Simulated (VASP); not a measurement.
C:

```xyz
4
Lattice="2.5032 0.0000 0.0000 -1.2516 2.1678 0.0000 0.0000 0.0000 4.1689" Properties=species:S:1:pos:R:3 pbc="T T T"
C     0.0000    1.4452    0.0010
C     1.2516    0.7226    2.0854
C     0.0000    1.4452    1.5624
C     1.2516    0.7226    3.6468
```

Program: VASP 6.6.1. Alike in all runs: task single point; no spin polarisation; cell as given; k mesh 12 × 12 × 6; cutoff (eV) 520.

Order these runs on this cell by their pressure, lowest first.
A. level LDA; potentials or basis VASP PAW LDA potentials, release 64 (C); smearing gaussian 0.01 eV
B. level r2SCAN; potentials or basis VASP PAW PBE potentials, release 64 (C); smearing gaussian 0.01 eV
C. level PBE; potentials or basis VASP PAW PBE potentials, release 64 (C); smearing fermi-dirac 0.02 eV

A (-9.2 GPa), B (1.1 GPa), C (4.8 GPa).

Caveats: the PAW data sets were made with another functional, which shifts forces and pressure a little (at least some runs); the cell stands under tension (at least some runs); the cell stands under pressure (at least some runs).
